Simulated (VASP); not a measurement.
# BaF2 (Fm-3m) in VASP: notebook, part 2 of 2

VASP 6.6.1. Earlier steps stand in the parts before.

## (4) Single point, r2SCAN (strain -3.0%)

File POSCAR:

```
BaF2
1.0
    0.0000000000      3.0042488586      3.0042488586
    3.0042488586      0.0000000000      3.0042488586
    3.0042488586      3.0042488586      0.0000000000
Ba F
1 2
Direct
    0.0000000000      0.0000000000      0.0000000000
    0.2500000000      0.2500000000      0.2500000000
    0.7500000000      0.7500000000      0.7500000000
```

File INCAR.step1:

```
PREC = Accurate
ENCUT = 660
ISMEAR = 0
SIGMA = 0.01
LREAL = False
LASPH = True
NELM = 120
NBANDS = 19
GGA = PE
ALGO = Normal
EDIFF = 1E-5
LWAVE = True
LCHARG = False
GGA_COMPAT = False
```

File INCAR.step2:

```
PREC = Accurate
ENCUT = 660
EDIFF = 1E-6
ISMEAR = 0
SIGMA = 0.01
LREAL = False
LASPH = True
NELM = 120
ALGO = Normal
ISIF = 2
LWAVE = False
LCHARG = True
METAGGA = R2SCAN
LMIXTAU = True
LELF = True
LVHAR = True
NBANDS = 19
ISTART = 1
GGA_COMPAT = False
```

File KPOINTS:

```
Automatic mesh
0
Gamma
  8 8 8
```

Potentials or basis: VASP PAW PBE potentials, release 64 (Ba_sv, F).

Run with:

```console
cat potpaw_PBE.64/Ba_sv/POTCAR potpaw_PBE.64/F/POTCAR > POTCAR
cp INCAR.step1 INCAR
mpirun -np 1 vasp_std > vasp.out
cp INCAR.step2 INCAR
mpirun -np 1 vasp_std > vasp.out
```

OUTCAR:

```text
PREC = Accurate
   ENCUT = 660
   EDIFF = 1E-6
   ISMEAR = 0
   LREAL = False
   LASPH = True
   NELM = 120
   ISIF = 2
   METAGGA = R2SCAN
   ISTART = 1

 ion  position               nearest neighbor table
   1  0.000  0.000  0.000-   3 2.60   3 2.60   3 2.60   2 2.60   2 2.60   2 2.60   3 2.60   2 2.60

   2  0.250  0.250  0.250-   1 2.60   1 2.60   1 2.60   1 2.60
   3  0.750  0.750  0.750-   1 2.60   1 2.60   1 2.60   1 2.60

  LATTYP: Found a face centered cubic cell.
 ALAT       =     6.0084977172

  Lattice vectors:

 A1 = (   0.0000000000,   3.0042488586,   3.0042488586)
 A2 = (   3.0042488586,   0.0000000000,   3.0042488586)
 A3 = (   3.0042488586,   3.0042488586,   0.0000000000)

Analysis of symmetry for initial positions (statically):
=====================================================================
 Subroutine PRICEL returns:
 Original cell was already a primitive cell.

 Routine SETGRP: Setting up the symmetry group for a
 face centered cubic supercell.
[... 158 lines left out ...]

 number of electron      23.9999997 magnetization

 Free energy of the ion-electron system (eV)
  ---------------------------------------------------
  ext. energy  EPLUGINS =         0.00000000
  ---------------------------------------------------
  free energy    TOTEN  =       -44.91648366 eV

  energy without entropy =      -44.91648366  energy(sigma->0) =      -44.91648366

 E-fermi :  -2.0327     XC(G=0):  -9.7221

 val. band max:       -2.1626905350   @ k =  -0.2500   0.2500   0.0000
 cond. band min:       5.5487933359   @ k =   0.0000   0.0000   0.0000
 fundamental gap:      7.7114838709
 Fermi energy:        -2.0326989469

 k-point     1 :       0.0000    0.0000    0.0000
  band No.  band energies     occupation
      1     -25.7013      2.00000
      2     -22.4400      2.00000
      3     -22.0629      2.00000
      4      -9.8027      2.00000
      5      -9.8027      2.00000
      6      -9.8027      2.00000
[... 505 lines left out ...]
      6     -10.0037      2.00000
[... 11 lines left out ...]
     18      11.7386      0.00000
     19      13.8269      0.00000

 [... further k-points ...]
[... 5 lines left out ...]
  --------------------------------------------------------------------------------------
  -------------------------------------------------------------------------------------
  Total        2.8273581      2.8273581      2.8273581      0.0000000     -0.0000000      0.0000000
  in kB       83.5321554     83.5321554     83.5321554      0.0000000     -0.0000000      0.0000000
  external PRESSURE =      83.5321554 kB  Pullay stress =       0.0000000 kB

 VOLUME and BASIS-vectors are now :
 -----------------------------------------------------------------------------
  energy-cutoff  :      660.00
  volume of cell :       54.23
      direct lattice vectors                 reciprocal lattice vectors
     0.000000000  3.004248859  3.004248859    -0.166430953  0.166430953  0.166430953
     3.004248859  0.000000000  3.004248859     0.166430953 -0.166430953  0.166430953
     3.004248859  3.004248859  0.000000000     0.166430953  0.166430953 -0.166430953

 POSITION                                       TOTAL-FORCE (eV/Angst)
 -----------------------------------------------------------------------------------
      0.00000      0.00000      0.00000         0.000000     -0.000000      0.000000
      1.50212      1.50212      1.50212        -0.000000      0.000000      0.000000
      4.50637      4.50637      4.50637         0.000000      0.000000     -0.000000
 -----------------------------------------------------------------------------------
    total drift:                                0.000000      0.000000      0.000000

  FREE ENERGIE OF THE ION-ELECTRON SYSTEM (eV)
  ---------------------------------------------------
  free  energy   TOTEN  =       -44.9164836615 eV

  energy  without entropy=      -44.9164836615  energy(sigma->0) =      -44.91648366
```

OSZICAR.step1:

```text
N       E                     dE             d eps       ncg     rms          rms(c)
DAV:   1     0.163884455441E+03    0.16388E+03   -0.15119E+04  1102   0.144E+03
DAV:   2    -0.104459032940E+02   -0.17433E+03   -0.16705E+03  1373   0.292E+02
DAV:   3    -0.185237072925E+02   -0.80778E+01   -0.80478E+01  1357   0.619E+01
DAV:   4    -0.186463668504E+02   -0.12266E+00   -0.12246E+00  1345   0.764E+00
DAV:   5    -0.186496223536E+02   -0.32555E-02   -0.32551E-02  1315   0.942E-01    0.918E+00
DAV:   6    -0.168792833353E+02    0.17703E+01   -0.69882E+00  1138   0.224E+01    0.489E+00
DAV:   7    -0.168885186978E+02   -0.92354E-02   -0.39508E-01  1219   0.447E+00    0.258E+00
DAV:   8    -0.169064624272E+02   -0.17944E-01   -0.73088E-02  1108   0.282E+00    0.402E-01
DAV:   9    -0.169108266769E+02   -0.43642E-02   -0.20087E-02  1182   0.103E+00    0.134E-01
DAV:  10    -0.169137259807E+02   -0.28993E-02   -0.39998E-03  1132   0.456E-01    0.767E-02
DAV:  11    -0.169137367819E+02   -0.10801E-04   -0.80954E-04  1307   0.220E-01    0.410E-02
DAV:  12    -0.169137220850E+02    0.14697E-04   -0.11234E-04  1168   0.791E-02    0.801E-03
DAV:  13    -0.169137219628E+02    0.12230E-06   -0.87477E-06  1011   0.235E-02
   1 F= -.16913722E+02 E0= -.16913722E+02  d E =-.105447E-22
```

It took 70 s on 1 thread of Intel Xeon 6975P-C (Granite Rapids), shared host; peak memory 0.22 GiB.

Results:

```yaml
Free_energy: -44.9165 eV
Pressure: 8.4 GPa
Band_gap_on_the_k_mesh: 7.71 eV (least direct gap 7.87 eV)
```

Levels at points of the mesh, in eV from the valence-band top:
```tsv
k point	band 10	band 11	band 12	band 13	band 14	band 15
(0.00, 0.00, 0.00)	-0.15	-0.15	-0.15	7.71	10.23	10.23
(0.50, 0.00, 0.00)	-0.37	-0.17	-0.17	10.21	10.21	10.44
(0.50, 0.50, 0.00)	-0.26	-0.25	-0.25	7.82	10.32	11.95
```

Caveat: the cell differs from its parent crystal (strain -3.0%); the cell stands under pressure; the PAW data sets were made with another functional, which shifts forces and pressure a little; spin-orbit coupling is left out, which moves the levels of the heavy elements.

## (5) Single point, r2SCAN, non-collinear spin, zero start, spin-orbit coupling (strain -3.0%)

POSCAR is that of step 4.

File INCAR.step1:

```
PREC = Accurate
ENCUT = 660
ISMEAR = 0
SIGMA = 0.01
LREAL = F
LASPH = T
NELM = 200
LNONCOLLINEAR = T
MAGMOM = 0 0 0 0 0 0 0 0 0
LSORBIT = T
GGA_COMPAT = F
NBANDS = 37
GGA = PE
ALGO = Normal
EDIFF = 1E-5
LWAVE = T
LCHARG = F
```

File INCAR.step2:

```
PREC = Accurate
ENCUT = 660
EDIFF = 1E-6
ISMEAR = 0
SIGMA = 0.01
LREAL = F
LASPH = T
NELM = 200
ALGO = Normal
ISIF = 2
LWAVE = F
LCHARG = F
LNONCOLLINEAR = T
MAGMOM = 0 0 0 0 0 0 0 0 0
LORBIT = 11
LSORBIT = T
GGA_COMPAT = F
LORBMOM = T
METAGGA = R2SCAN
LMIXTAU = T
NBANDS = 37
ISTART = 1
```

KPOINTS is that of step 4.

Potentials or basis: VASP PAW PBE potentials, release 64 (Ba_sv, F).

Run with:

```console
cat potpaw_PBE.64/Ba_sv/POTCAR potpaw_PBE.64/F/POTCAR > POTCAR
cp INCAR.step1 INCAR
mpirun -np 1 vasp_ncl > vasp.out
cp INCAR.step2 INCAR
mpirun -np 1 vasp_ncl > vasp.out
```

OUTCAR:

```text
PREC = Accurate
   ENCUT = 660
   EDIFF = 1E-6
   ISMEAR = 0
   LREAL = F
   LASPH = T
   NELM = 200
   ISIF = 2
   LNONCOLLINEAR = T
   LORBIT = 11
   LSORBIT = T
   METAGGA = R2SCAN
   ISTART = 1

 ion  position               nearest neighbor table
   1  0.000  0.000  0.000-   3 2.60   3 2.60   3 2.60   2 2.60   2 2.60   2 2.60   3 2.60   2 2.60

   2  0.250  0.250  0.250-   1 2.60   1 2.60   1 2.60   1 2.60
   3  0.750  0.750  0.750-   1 2.60   1 2.60   1 2.60   1 2.60

  LATTYP: Found a face centered cubic cell.
 ALAT       =     6.0084977172

  Lattice vectors:

 A1 = (   0.0000000000,   3.0042488586,   3.0042488586)
 A2 = (   3.0042488586,   0.0000000000,   3.0042488586)
 A3 = (   3.0042488586,   3.0042488586,   0.0000000000)

Analysis of symmetry for initial positions (statically):
=====================================================================
 Subroutine PRICEL returns:
 Original cell was already a primitive cell.

 Routine SETGRP: Setting up the symmetry group for a
 face centered cubic supercell.

 Subroutine GETGRP returns: Found 48 space group operations
 (whereof 48 operations were pure point group operations)
 out of a pool of 48 trial point group operations.

The static configuration has the point symmetry O_h .

Analysis of symmetry for dynamics (positions and initial velocities):
=====================================================================
 Subroutine PRICEL returns:
 Original cell was already a primitive cell.

 Routine SETGRP: Setting up the symmetry group for a
 face centered cubic supercell.

 Subroutine GETGRP returns: Found 48 space group operations
 (whereof 48 operations were pure point group operations)
 out of a pool of 48 trial point group operations.

The dynamic configuration has the point symmetry O_h .

Analysis of structural, dynamic, and magnetic symmetry:
[... 1150 lines left out ...]
  1        -0.000  -0.000  -0.000
  2        -0.000   0.000  -0.000
  3        -0.000   0.000  -0.000
 ----------------------------------------
           -0.000  -0.000  -0.000

 orbital moment (y)

 # of ion     p       d       tot
 ----------------------------------------
  1         0.000   0.000   0.000
  2         0.000   0.000   0.000
  3         0.000   0.000   0.000
 ----------------------------------------
            0.000   0.000   0.000

 orbital moment (z)

 # of ion     p       d       tot
 ----------------------------------------
  1         0.000   0.000   0.000
  2         0.000   0.000   0.000
  3         0.000   0.000   0.000
 ----------------------------------------
            0.000   0.000   0.000

 Spin-Orbit-Coupling matrix elements

 Ion:    1  E_soc:     -0.3603865
 l=   1
     0.0000000    -0.0599630    -0.0599630
    -0.0599630     0.0000000    -0.0599630
    -0.0599630    -0.0599630     0.0000000
 l=   2
     0.0000000    -0.0000296     0.0000000    -0.0000296    -0.0000718
    -0.0000296     0.0000000    -0.0000539    -0.0000296    -0.0000180
     0.0000000    -0.0000539     0.0000000    -0.0000539     0.0000000
    -0.0000296    -0.0000296    -0.0000539     0.0000000    -0.0000180
    -0.0000718    -0.0000180     0.0000000    -0.0000180     0.0000000
 l=   3
     0.0000000     0.0000000     0.0000000     0.0000000     0.0000000     0.0000000     0.0000000
     0.0000000     0.0000000     0.0000000     0.0000000     0.0000000     0.0000000     0.0000000
     0.0000000     0.0000000     0.0000000     0.0000000     0.0000000     0.0000000     0.0000000
     0.0000000     0.0000000     0.0000000     0.0000000     0.0000000     0.0000000     0.0000000
[... 29 lines left out ...]
 l=   2
     0.0000000     0.0000000     0.0000000     0.0000000     0.0000000
     0.0000000     0.0000000     0.0000000     0.0000000     0.0000000
     0.0000000     0.0000000     0.0000000     0.0000000     0.0000000
     0.0000000     0.0000000     0.0000000     0.0000000     0.0000000
     0.0000000     0.0000000     0.0000000     0.0000000     0.0000000
 l=   3
     0.0000000     0.0000000     0.0000000     0.0000000     0.0000000     0.0000000     0.0000000
     0.0000000     0.0000000     0.0000000     0.0000000     0.0000000     0.0000000     0.0000000
     0.0000000     0.0000000     0.0000000     0.0000000     0.0000000     0.0000000     0.0000000
     0.0000000     0.0000000     0.0000000     0.0000000     0.0000000     0.0000000     0.0000000
     0.0000000     0.0000000     0.0000000     0.0000000     0.0000000     0.0000000     0.0000000
     0.0000000     0.0000000     0.0000000     0.0000000     0.0000000     0.0000000     0.0000000
     0.0000000     0.0000000     0.0000000     0.0000000     0.0000000     0.0000000     0.0000000

 total charge

# of ion       s       p       d       tot
------------------------------------------
    1        2.016   5.678   0.259   7.954
    2        1.736   4.410   0.000   6.146
    3        1.736   4.410   0.000   6.146
--------------------------------------------------
tot          5.488  14.498   0.259  20.245

 magnetization (x)

# of ion       s       p       d       tot
------------------------------------------
    1        0.000  -0.000   0.000   0.000
    2       -0.000  -0.000   0.000  -0.000
    3       -0.000  -0.000   0.000  -0.000
--------------------------------------------------
tot         -0.000  -0.000   0.000  -0.000

 magnetization (y)

# of ion       s       p       d       tot
------------------------------------------
    1       -0.000  -0.000  -0.000  -0.000
    2        0.000   0.000   0.000   0.000
    3        0.000   0.000   0.000   0.000
--------------------------------------------------
tot         -0.000  -0.000  -0.000  -0.000

 magnetization (z)

# of ion       s       p       d       tot
------------------------------------------
    1        0.000  -0.000   0.000  -0.000
    2       -0.000   0.000   0.000  -0.000
    3       -0.000   0.000   0.000  -0.000
--------------------------------------------------
tot         -0.000  -0.000   0.000  -0.000
```

It took 8.5 min on 1 thread of Intel Xeon 6975P-C (Granite Rapids), shared host; peak memory 0.53 GiB.

Results:

- Free energy: -45.0969 eV
- Pressure: 8.4 GPa
- Net moment: 0.00 μB per cell
- Valence electrons inside the program's atomic spheres: Ba 7.95; F 6.15

Moments on the atoms (μB; x, y, z):
```
Ba  0.00 0.00 0.00
F   0.00 0.00 0.00
F   0.00 0.00 0.00
```

Caveat: the cell differs from its parent crystal (strain -3.0%); the cell stands under pressure; the PAW data sets were made with another functional, which shifts forces and pressure a little.

## (6) Overview

```csv
level,spin,cell,cutoff (eV),smearing,gap on the mesh (eV),pressure (GPa)
PBE,off,"a = 4.468 Å, angles 60.0°, 3 atoms",600,fermi-dirac 0.02 eV,6.52,-1.0
r2SCAN,off,"a = 4.205 Å, angles 60.0°, 3 atoms",660,gaussian 0.01 eV,7.83,11.6
r2SCAN,off,"a = 4.249 Å, angles 60.0°, 3 atoms",660,gaussian 0.01 eV,7.71,8.4
r2SCAN,"non-collinear, zero start, SOC","a = 4.249 Å, angles 60.0°, 3 atoms",660,gaussian 0.01 eV,-,8.4
```

Alike in all rows: task single point; potentials or basis VASP PAW PBE potentials, release 64 (Ba_sv, F); k mesh 8 × 8 × 8.

Caveats: spin-orbit coupling is left out, which moves the levels of the heavy elements (at least some runs); the cell stands under pressure (at least some runs); the PAW data sets were made with another functional, which shifts forces and pressure a little (at least some runs).

Total energies depend on the potentials used, so only differences within one code and one set of settings carry meaning.
